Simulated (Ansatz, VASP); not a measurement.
TaN in VASP and in Ansatz

File INCAR:

```
ALGO = Normal ; EDIFF = 1E-8
ENCUT = 520 ; GGA = CA
GGA_COMPAT = False ; ISIF = 2
ISMEAR = -1 ; LASPH = True
LCHARG = False ; LEFG = True
LREAL = False ; LWAVE = False
NBANDS = 24 ; NELM = 120
PREC = Accurate ; SIGMA = 0.03
```

The input KPOINTS:

```
k-points
0
Gamma
  9 9 5
```

File POSCAR:

```
TaN
1.0
    3.0805011014      0.0000000000      0.0000000000
   -1.5402505508      2.6677922103      0.0000000000
    0.0000000000      0.0000000000      4.9400000000
Ta N
2 2
Direct
    0.3333333333      0.6666666667      0.0000000000
    0.6666666667      0.3333333333      0.5000000000
    0.3333333333      0.6666666667      0.3850000000
    0.6666666667      0.3333333333      0.8850000000
```

Input for Ansatz:

```yaml
crystal:
  lattice:
    - [3.0805011014, 0.0, 0.0]
    - [-1.5402505508, 2.6677922103, 0.0]
    - [0.0, 0.0, 4.94]
  atoms:
    - { symbol: Ta, position: [0.3333333333, 0.6666666667, 0.0] }
    - { symbol: Ta, position: [0.6666666667, 0.3333333333, 0.5] }
    - { symbol: "N", position: [0.3333333333, 0.6666666667, 0.385] }
    - { symbol: "N", position: [0.6666666667, 0.3333333333, 0.885] }
kpoints:
  mp_grid: { grid: [9, 9, 5] }
scf:
  occupations: { method: fermi_dirac, width: 0.03 }
hamiltonian:
  xc: lda
  pseudopotentials: { kind: all_electron, datasets: crystal }
output:
  forces: true
  stress: true
  eigenvalues: true
  efg: { contact_densities: true }
```

Change from the starting cell: equal xx and yy strain of +1 %, crystal datasets.

Alike in both runs: task electric field gradients; functional LDA; k mesh 9 × 9 × 5; occupations fermi-dirac, width 0.03 eV; no spin polarisation.

```csv
,VASP,Ansatz
version,VASP 6.6.1,Ansatz 0.2.0
potentials or method,"VASP PAW LDA potentials, release 64 (Ta_pv, N), cutoff 520 eV","all-electron PAW with datasets made for the crystal, scalar-relativistic"
```

```tsv
	VASP	Ansatz	Ansatz less VASP
pressure (GPa)	108.1	102.2	-5.93
traceless stress, the component that is largest in VASP (GPa)	-12.29	-11.71	+0.581
rms of the force components (eV/Å)	0.974	0.968	-0.0059
size of Vzz on the site where it differs most (V/Å²)	109.3	107.0	-2.34
```

LDA's correlation is that of Perdew and Zunger in VASP and of Perdew and Wang (1992) in Ansatz. Atom by atom the forces differ by 0.006 eV/Å (rms over components). Both programs put the cell under a high pressure, so it lies far from rest at this level. Ansatz ran all-electron here, and VASP with PAW potentials.

Spin-orbit coupling is off throughout. Noted on VASP's run: the cell as given lies far from equilibrium.
